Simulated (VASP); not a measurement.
Wanted: the native input for a VASP 6.6.1 run.

```
Task                   : relaxation of the atoms
Functional             : PBEsol
Potentials or basis    : VASP PAW PBE potentials, release 64 (Ca_sv, B)
Cutoff                 : 520 eV
k mesh                 : 10 × 10 × 10
Occupations            : gaussian, width 0.1 eV
Spin                   : no spin polarisation
Dipole correction      : no
Further INCAR settings : ALGO = Normal; EDIFF = 1e-07; IBRION = 2; EDIFFG = -0.01; NSW = 50
```

The structure of CaB6 lies in POSCAR:

```
CaB6
1.0
    3.9996065240      0.0000000000      0.0000000000
    0.0000000000      3.9996065240      0.0000000000
    0.0000000000      0.0000000000      3.9996065240
Ca B
1 6
Direct
    0.5000000000      0.5000000000      0.5000000000
    0.0000000000      0.0000000000      0.2994507695
    0.0000000000      0.0000000000      0.7005492305
    0.2994507695      0.0000000000      0.0000000000
    0.7005492305      0.0000000000      0.0000000000
    0.0000000000      0.2994507695      0.0000000000
    0.0000000000      0.7005492305      0.0000000000
```

One way to write it, as run:

INCAR

```
PREC = Accurate
ENCUT = 520
EDIFF = 1E-7
ISMEAR = 0
SIGMA = 0.1
LREAL = False
LASPH = True
NELM = 60
ALGO = Normal
ISIF = 2
LWAVE = False
LCHARG = False
GGA = PS
IBRION = 2
NSW = 50
EDIFFG = -0.01
```

KPOINTS

```
regular mesh
0
Gamma
  10 10 10
```

Potentials or basis: VASP PAW PBE potentials, release 64 (Ca_sv, B).

Run with:

```console
$ cat potpaw_PBE.64/Ca_sv/POTCAR potpaw_PBE.64/B/POTCAR > POTCAR
$ mpirun -np 1 vasp_std > vasp.out
```

It gave:

* Energy gained by relaxing: 0.2 meV/atom
* Ionic steps: 3
* Pressure after relaxing: 17.4 GPa
* Band gap on the k mesh: 0.04 eV (least direct gap 0.30 eV)

Caveat: the smearing spreads over this small gap; the PAW data sets were made with another functional, which shifts forces and pressure a little.

Run time: 2.2 min on 1 thread of Intel Xeon 8259CL, on a shared host, peak memory 0.21 GiB.
